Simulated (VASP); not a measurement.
Runs of VASP 6.6.1 on MgB (CsCl type). The structure is that of space group Pm-3m (No. 221), or close to it. The cells are those of the table. 

```tsv
task	level	potentials or basis	spin	cell	cutoff (eV)	gap on the mesh (eV)	pressure (GPa)
single point	LDA	VASP PAW LDA potentials, release 64 (B, Mg)	off	a = 2.931 Å, 2 atoms	520	none	-8.5
electric field gradients	PBEsol	VASP PAW PBE potentials, release 64 (B, Mg)	off	a = 2.931 Å, 2 atoms	520	none	-5.0
electric field gradients	LDA	VASP PAW LDA potentials, release 64 (B, Mg)	collinear, ferromagnetic start	a = 2.893 Å, 2 atoms	520	none	-5.8
single point	PBEsol	VASP PAW PBE potentials, release 64 (B, Mg)	off	a = 2.893 Å, 2 atoms	600	none	-2.0
single point	PBEsol	VASP PAW PBE potentials, release 64 (B, Mg)	off	a = 2.931 Å, 2 atoms	520	none	-5.0
electric field gradients	LDA	VASP PAW LDA potentials, release 64 (B, Mg)	off	a = 2.931 Å, 2 atoms	520	none	-8.5
relaxation of cell and atoms	PBE	VASP PAW PBE potentials, release 64 (B, Mg)	off	relaxed from a = 2.941 Å, 2 atoms	600	none	0.0
single point	r2SCAN	VASP PAW PBE potentials, release 64 (B, Mg)	off	a = 2.893 Å, 2 atoms	660	none	-1.4
electric field gradients	PBEsol	VASP PAW PBE potentials, release 64 (B, Mg)	off	a = 2.893 Å, 2 atoms	520	none	-2.0
electric field gradients	r2SCAN	VASP PAW PBE potentials, release 64 (B, Mg)	off	a = 2.893 Å, 2 atoms	580	none	-1.4
single point	PBE	VASP PAW PBE potentials, release 64 (B, Mg)	off	a = 2.893 Å, 2 atoms	520	none	(a)
```

Alike in all rows: k mesh 11 × 11 × 11; smearing fermi-dirac 0.05 eV.

Problem. Fill in the values left out.

Solution. (a) -0.2.

Caveats: the PAW data sets were made with another functional, which shifts forces and pressure a little (some runs).

A gap of «none» marks levels without a gap at the run's occupations.
